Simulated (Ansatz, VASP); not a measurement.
# WS2: VASP beside Ansatz

```
W S
1.0
    -3.15421    0.00000    0.00000
    -1.57710   -2.73162    0.00000
     0.00000    0.00000   11.83991
W S
2 4
Cartesian
  -1.5771 -0.9105 3.0350
  -3.1542 -1.8211 9.1049
  -1.5771 -0.9105 7.5302
  -3.1542 -1.8211 1.4603
  -1.5771 -0.9105 10.6796
  -3.1542 -1.8211 4.6097
```

Alike in both runs: task single point; functional PBE; dispersion D3(BJ); k mesh 10 × 10 × 3; occupations gaussian, width 0.05 eV; no spin polarisation.

|  | VASP | Ansatz |
| --- | --- | --- |
| version | VASP 6.6.1 | Ansatz 0.2.0 |
| potentials or method | VASP PAW PBE potentials, release 64 (W_sv, S), cutoff 520 eV | scalar-relativistic, plane waves, PAW |
| valence electrons in the cell | 52 | 52 |

```csv
,VASP,Ansatz,Ansatz less VASP
gap on the k mesh at the Fermi level (eV),0.81,0.79,-0.021
least direct gap on the mesh (eV),2.05,2.04,-0.016
pressure (GPa),0.5,0.5,+0.03
"traceless stress, the component that is largest in VASP (GPa)",1.00,0.99,-0.012
rms of the force components (eV/Å),0.083,0.083,0.0000
```

Atom by atom the forces differ by 0.001 eV/Å (rms over components).

Spin-orbit coupling is off throughout.
